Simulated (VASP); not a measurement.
# Li2O3 (Pn-3m) in VASP: further runs

Runs on Li2O3. Level: PBE. Tasks: single point.

Everything below comes from runs of VASP 6.6.1. Logs are shortened: lines on timing, memory, paths and dates and some standing lists are left out, and cuts for length are marked.

### 1 The cell of the first run

It takes space group Pn-3m (No. 224, cubic). The conventional cell has a = 4.413 Å, b = 4.413 Å, c = 4.413 Å, α = 90.00°, β = 90.00°, γ = 90.00°. Within 2.5 Å of Li (site symmetry -3m) lie 6 O at 1.91 Å. Within 2.5 Å of O (site symmetry -42m) lie 4 Li at 1.91 Å and 4 O at 2.21 Å.

### 2 Single point, PBE

Contents of INCAR:

```
SYSTEM = Li2O3
PREC = Accurate
ENCUT = 520
EDIFF = 1E-6
ISMEAR = -1
SIGMA = 0.06122561905347299
LREAL = .FALSE.
LASPH = .TRUE.
NELM = 60
ALGO = Normal
ISIF = 2
LWAVE = .FALSE.
LCHARG = .FALSE.
GGA = PE
NBANDS = 35
```

Contents of KPOINTS:

```
regular mesh
0
G
  8 8 8
  0 0 0
```

Contents of POSCAR:

```
Li2O3
1.0
    4.4134120972      0.0000000000      0.0000000000
    0.0000000000      4.4134120972      0.0000000000
    0.0000000000      0.0000000000      4.4134120972
Li O
4 6
Direct
    0.2500000000      0.2500000000      0.2500000000
    0.7500000000      0.7500000000      0.2500000000
    0.7500000000      0.2500000000      0.7500000000
    0.2500000000      0.7500000000      0.7500000000
    0.5000000000      0.0000000000      0.0000000000
    0.0000000000      0.5000000000      0.0000000000
    0.0000000000      0.0000000000      0.5000000000
    0.5000000000      0.5000000000      0.0000000000
    0.5000000000      0.0000000000      0.5000000000
    0.0000000000      0.5000000000      0.5000000000
```

Potentials or basis: VASP PAW PBE potentials, release 64 (Li_sv, O).

Command:

```
$ cat potpaw_PBE.64/Li_sv/POTCAR potpaw_PBE.64/O/POTCAR > POTCAR
$ mpirun -np 1 vasp_std > vasp.out
```

OUTCAR:

```text
SYSTEM = Li2O3
   PREC = Accurate
   ENCUT = 520
   EDIFF = 1E-6
   ISMEAR = -1
   LREAL = .FALSE.
   LASPH = .TRUE.
   NELM = 60
   ISIF = 2
   GGA = PE

 ion  position               nearest neighbor table
   1  0.250  0.250  0.250-   5 1.91   6 1.91   7 1.91   8 1.91   9 1.91  10 1.91
   2  0.750  0.750  0.250-   5 1.91   6 1.91   7 1.91   8 1.91   9 1.91  10 1.91
   3  0.750  0.250  0.750-   5 1.91   6 1.91   7 1.91   8 1.91   9 1.91  10 1.91
   4  0.250  0.750  0.750-   5 1.91   6 1.91   7 1.91   8 1.91   9 1.91  10 1.91
   5  0.500  0.000  0.000-   1 1.91   2 1.91   3 1.91   4 1.91
   6  0.000  0.500  0.000-   1 1.91   2 1.91   3 1.91   4 1.91
   7  0.000  0.000  0.500-   1 1.91   2 1.91   3 1.91   4 1.91
   8  0.500  0.500  0.000-   1 1.91   2 1.91   3 1.91   4 1.91
   9  0.500  0.000  0.500-   1 1.91   2 1.91   3 1.91   4 1.91
  10  0.000  0.500  0.500-   1 1.91   2 1.91   3 1.91   4 1.91

  LATTYP: Found a simple cubic cell.
 ALAT       =     4.4134120972

  Lattice vectors:

 A1 = (   4.4134120972,   0.0000000000,   0.0000000000)
 A2 = (   0.0000000000,   4.4134120972,   0.0000000000)
 A3 = (   0.0000000000,   0.0000000000,   4.4134120972)

Analysis of symmetry for initial positions (statically):
=====================================================================
 Subroutine PRICEL returns:
 Original cell was already a primitive cell.

 Routine SETGRP: Setting up the symmetry group for a
 simple cubic supercell.

 Subroutine GETGRP returns: Found 48 space group operations
 (whereof 24 operations were pure point group operations)
 out of a pool of 48 trial point group operations.

The static configuration has the point symmetry T_d .
 The point group associated with its full space group is O_h .

Analysis of symmetry for dynamics (positions and initial velocities):
=====================================================================
 Subroutine PRICEL returns:
 Original cell was already a primitive cell.

 Routine SETGRP: Setting up the symmetry group for a
 simple cubic supercell.

 Subroutine GETGRP returns: Found 48 space group operations
 (whereof 24 operations were pure point group operations)
 out of a pool of 48 trial point group operations.

The dynamic configuration has the point symmetry T_d .
 The point group associated with its full space group is O_h .

 Subroutine INISYM returns: Found 48 space group operations
 (whereof 24 operations are pure point group operations),
 and found     1 'primitive' translations

----------------------------------------------------------------------------------------

                                     Primitive cell

  volume of cell :      85.9654

  direct lattice vectors                    reciprocal lattice vectors
     4.413412097  0.000000000  0.000000000     0.226582059  0.000000000  0.000000000
     0.000000000  4.413412097  0.000000000     0.000000000  0.226582059  0.000000000
     0.000000000  0.000000000  4.413412097     0.000000000  0.000000000  0.226582059

  length of vectors
     4.413412097  4.413412097  4.413412097     0.226582059  0.226582059  0.226582059

  position of ions in fractional coordinates (direct lattice)
     0.250000000  0.250000000  0.250000000
     0.750000000  0.750000000  0.250000000
     0.750000000  0.250000000  0.750000000
     0.250000000  0.750000000  0.750000000
     0.500000000  0.000000000  0.000000000
     0.000000000  0.500000000  0.000000000
     0.000000000  0.000000000  0.500000000
     0.500000000  0.500000000  0.000000000
     0.500000000  0.000000000  0.500000000
     0.000000000  0.500000000  0.500000000

  ion indices of the primitive-cell ions
   primitive index   ion index
                 1           1
                 2           2
                 3           3
                 4           4
                 5           5
                 6           6
                 7           7
                 8           8
                 9           9
                10          10

----------------------------------------------------------------------------------------

 KPOINTS: regular mesh

Automatic generation of k-mesh.
 Grid dimensions read from file:
 generate k-points for:    8    8    8

 Generating k-lattice:

  Cartesian coordinates                     Fractional coordinates (reciprocal lattice)
     0.028322757  0.000000000  0.000000000     0.125000000  0.000000000  0.000000000
     0.000000000  0.028322757  0.000000000     0.000000000  0.125000000  0.000000000
     0.000000000  0.000000000  0.028322757     0.000000000  0.000000000  0.125000000

  Length of vectors
     0.028322757  0.028322757  0.028322757

  Shift w.r.t. Gamma in fractional coordinates (k-lattice)
     0.000000000  0.000000000  0.000000000

 Subroutine IBZKPT returns following result:
 ===========================================

 Found     35 irreducible k-points:

 Following reciprocal coordinates:
            Coordinates               Weight
  0.000000  0.000000  0.000000      1.000000
  0.125000  0.000000  0.000000      6.000000
  0.250000  0.000000  0.000000      6.000000
  0.375000  0.000000  0.000000      6.000000
  0.500000  0.000000  0.000000      3.000000
  0.125000  0.125000  0.000000     12.000000
[... 16 lines left out ...]
  0.375000  0.375000  0.125000     24.000000
  0.500000  0.375000  0.125000     24.000000
 [... further k-points ...]
   k-points           NKPTS =     35   k-points in BZ     NKDIM =     35   number of bands    NBANDS=     35
   number of dos      NEDOS =    301   number of ions     NIONS =     10
   total plane-waves  NPLWV =  46656
   dimension x,y,z NGX =    36 NGY =   36 NGZ =   36
   dimension x,y,z NGXF=    72 NGYF=   72 NGZF=   72
   ions per type =               4   6
   NGX,Y,Z   is equivalent  to a cutoff of  13.56, 13.56, 13.56 a.u.
   NGXF,Y,Z  is equivalent  to a cutoff of  27.12, 27.12, 27.12 a.u.
 SYSTEM =  Li2O3
   PREC   = accura    normal or accurate (medium, high low for compatibility)
   ISTART =      0    job   : 0-new  1-cont  2-samecut
   ICHARG =      2    charge: 1-file 2-atom 10-const
   ISPIN  =      1    spin polarized calculation?
   LNONCOLLINEAR =      F non collinear calculations
   LSORBIT =      F    spin-orbit coupling
   LASPH  =      T    aspherical Exc in radial PAW
   ENCUT  =  520.0 eV  38.22 Ry    6.18 a.u.   8.21  8.21  8.21*2*pi/ulx,y,z
   NELM   =     60;   NELMIN=  2; NELMDL= -5     # of ELM steps
   EDIFF  = 0.1E-05   stopping-criterion for ELM
   LREAL  =      F    real-space projection
   EDIFFG = 0.1E-04   stopping-criterion for IOM
   NSW    =      0    number of steps for IOM
   IBRION =     -1    ionic relax: 0-MD 1-quasi-New 2-CG
   NFREE  =      0    steps in history (QN), initial steepest desc. (CG)
   ISIF   =      2    stress and relaxation
   ISYM   =      2    0-nonsym 1-usesym 2-fastsym
   POTIM  = 0.5000    time-step for ionic-motion
   TEBEG  =    0.0;   TEEND  =   0.0 temperature during run
   PSTRESS=    0.0 pullay stress
   NELECT =      48.0000    total number of electrons
   NUPDOWN=      -1.0000    fix difference up-down
   EMIN   =  10.00;   EMAX   =-10.00  energy-range for DOS
   EFERMI =   0.00;   METHOD = LEGACY
   ISMEAR =    -1;   SIGMA  =   0.06  broadening in eV -4-tet -1-fermi 0-gaus
   EFERMI_NEDOS =   21; number of points for ismear=-14 and -15
   IALGO  =     38    algorithm
   IMIX   =      4    mixing-type and parameters
     AMIX     =   0.40;   BMIX     =  1.00
     AMIX_MAG =   1.60;   BMIX_MAG =  1.00
  volume/ion in A,a.u.               =       8.60        58.01
  Fermi-wavevector in a.u.,A,eV,Ry     =   1.348075  2.547493 24.725957  1.817307
  Thomas-Fermi vector in A             =   2.475774
   LORBIT       =      0    0 simple, 1 ext, 2 COOP (PROOUT), +10 PAW based schemes
   GGA     = PE    functional components
   LHFCALC =     F    Hartree Fock is set to
   AEXX    =    0.0000 exact exchange contribution
   IVDW    =     0    specifies the selected vdW correction
   LEPSILON=     F    determine dielectric tensor
   LRPA    =     F    only Hartree local field effects (RPA)
 non-spin polarized calculation
  energy-cutoff  :      520.00
  volume of cell :       85.97
 maximum number of plane-waves:      2360
 NGX is ok and might be reduce to    36
   NGX = 17   NGY = 17   NGZ = 17

 number of electron      47.9999959 magnetization

 Free energy of the ion-electron system (eV)
  ---------------------------------------------------
  ext. energy  EPLUGINS =         0.00000000
  ---------------------------------------------------
  free energy    TOTEN  =       -42.48559291 eV

  energy without entropy =      -42.42643536  energy(sigma->0) =      -42.45601414

 E-fermi :   0.4841     XC(G=0): -10.1379

 val. band max:        0.4799672583   @ k =   0.3750   0.1250   0.1250
 cond. band min:       0.4866592159   @ k =   0.3750   0.1250   0.0000
 fundamental gap:      0.0066919576
 Fermi energy:         0.4840547330

 k-point     1 :       0.0000    0.0000    0.0000
  band No.  band energies     occupation
      1     -41.3863      2.00000
      2     -41.3432      2.00000
      3     -41.3432      2.00000
      4     -41.3432      2.00000
      5     -17.6816      2.00000
      6     -16.7308      2.00000
[... 27 lines left out ...]
     34      16.1914      0.00000
     35      16.1914      0.00000

 k-point     2 :       0.1250    0.0000    0.0000
  band No.  band energies     occupation
      1     -41.3847      2.00000
      2     -41.3449      2.00000
      3     -41.3432      2.00000
      4     -41.3432      2.00000
      5     -17.6444      2.00000
      6     -16.7621      2.00000
[... 27 lines left out ...]
     34      16.2324      0.00000
     35      16.4161      0.00000
[... 796 lines left out ...]
     34      15.7235      0.00000
     35      15.8469      0.00000

 k-point    24 :       0.5000    0.3750    0.1250
  band No.  band energies     occupation
      1     -41.3585      2.00000
      2     -41.3577      2.00000
      3     -41.3505      2.00000
      4     -41.3484      2.00000
      5     -16.8536      2.00000
      6     -16.8520      2.00000
[... 27 lines left out ...]
     34      15.3902      0.00000
     35      15.9393      0.00000

 [... further k-points ...]
[... 5 lines left out ...]
  --------------------------------------------------------------------------------------
  -------------------------------------------------------------------------------------
  Total        1.9984407      1.9984407      1.9984407      0.0000000      0.0000000      0.0000000
  in kB       37.2458947     37.2458947     37.2458947      0.0000000      0.0000000      0.0000000
  external PRESSURE =      37.2458947 kB  Pullay stress =       0.0000000 kB

 VOLUME and BASIS-vectors are now :
 -----------------------------------------------------------------------------
  energy-cutoff  :      520.00
  volume of cell :       85.97
      direct lattice vectors                 reciprocal lattice vectors
     4.413412097  0.000000000  0.000000000     0.226582059  0.000000000  0.000000000
     0.000000000  4.413412097  0.000000000     0.000000000  0.226582059  0.000000000
     0.000000000  0.000000000  4.413412097     0.000000000  0.000000000  0.226582059

 POSITION                                       TOTAL-FORCE (eV/Angst)
 -----------------------------------------------------------------------------------
      1.10335      1.10335      1.10335         0.000000     -0.000000      0.000000
      3.31006      3.31006      1.10335        -0.000000      0.000000      0.000000
      3.31006      1.10335      3.31006        -0.000000     -0.000000      0.000000
      1.10335      3.31006      3.31006         0.000000     -0.000000     -0.000000
      2.20671      0.00000      0.00000         0.000000     -0.000000     -0.000000
      0.00000      2.20671      0.00000        -0.000000      0.000000     -0.000000
      0.00000      0.00000      2.20671         0.000000      0.000000      0.000000
      2.20671      2.20671      0.00000        -0.000000     -0.000000     -0.000000
      2.20671      0.00000      2.20671         0.000000     -0.000000      0.000000
      0.00000      2.20671      2.20671        -0.000000      0.000000      0.000000
 -----------------------------------------------------------------------------------
    total drift:                               -0.000000      0.000000     -0.000000

  FREE ENERGIE OF THE ION-ELECTRON SYSTEM (eV)
  ---------------------------------------------------
  free  energy   TOTEN  =       -42.4855929093 eV

  energy  without entropy=      -42.4264353613  energy(sigma->0) =      -42.45601414
```

Run time: 37 s. Hardware: 1 thread of Intel Xeon 6975P-C (Granite Rapids), shared host; peak memory 0.23 GiB.

What came out:

| Property | Result |
| --- | --- |
| Free energy | -42.4856 eV |
| Band gap on the k mesh | zero (band 24 reaches 2.13 eV, above the bottom of band 25 at -0.44 eV) |

Levels at points of the mesh, in eV from the Fermi level:
```csv
k point,band 22,band 23,band 24,band 25,band 26,band 27
"(0.00, 0.00, 0.00)",-0.70,1.65,1.65,1.65,1.73,1.73
"(0.50, 0.00, 0.00)",-1.23,-0.61,-0.61,1.68,1.68,1.68
"(0.50, 0.50, 0.00)",-1.28,-1.14,-1.14,-0.25,-0.25,1.66
"(0.50, 0.50, 0.50)",-1.18,-1.18,-1.18,-0.92,-0.92,-0.62
```

Caveat: the cutoff is under 1.25 times the usual one of these potentials, so pressure, stress and relaxed cells hold a basis-set (Pulay) error.

(Continued in part 2 of 2.)
